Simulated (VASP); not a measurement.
Wanted: the native input for a VASP 6.6.1 run.

| Item | Value |
| --- | --- |
| Task | single point |
| Functional | LDA |
| Potentials or basis | VASP PAW LDA potentials, release 64 (In_d) |
| Cutoff | 500 eV |
| k mesh | 8 × 8 × 8 |
| Occupations | fermi-dirac, width 0.05 eV |
| Spin | no spin polarisation |
| Dipole correction | no |
| Further INCAR settings | ALGO = Normal; EDIFF = 1e-06; NBANDS = 12 |

The structure of In lies in POSCAR:

```
In
1.0
   -1.8825252400      1.8825252400      1.8825252400
    1.8825252400     -1.8825252400      1.8825252400
    1.8825252400      1.8825252400     -1.8825252400
In
1
Direct
    0.0000000000      0.0000000000      0.0000000000
```

This isn't the form of In at room conditions, which is tetragonal.

The input as run:

INCAR

```
ALGO = Normal ; EDIFF = 1E-6
ENCUT = 500 ; GGA_COMPAT = False
ISIF = 2 ; ISMEAR = -1
LASPH = True ; LCHARG = True
LELF = True ; LREAL = False
LVHAR = True ; LWAVE = False
NBANDS = 12 ; NELM = 120
PREC = Accurate ; SIGMA = 0.05
```

KPOINTS

```
k-points
0
Gamma
  8 8 8
```

Potentials or basis: VASP PAW LDA potentials, release 64 (In_d).

Command:

```sh
$ cat potpaw_LDA.64/In_d/POTCAR > POTCAR
$ mpirun -np 1 vasp_std > vasp.out
```

It gave:

```yaml
Pressure: -2.7 GPa
Band_gap_on_the_k_mesh: zero (an odd number of electrons rules out a gap without spin polarisation)
```

Caveat: spin-orbit coupling is left out, which moves the levels of the heavy elements.

Run time: 9.7 s on 1 thread of AMD EPYC 7R43 64-Core Processor (Zen 3) (shared host), peak memory 0.1 GiB.
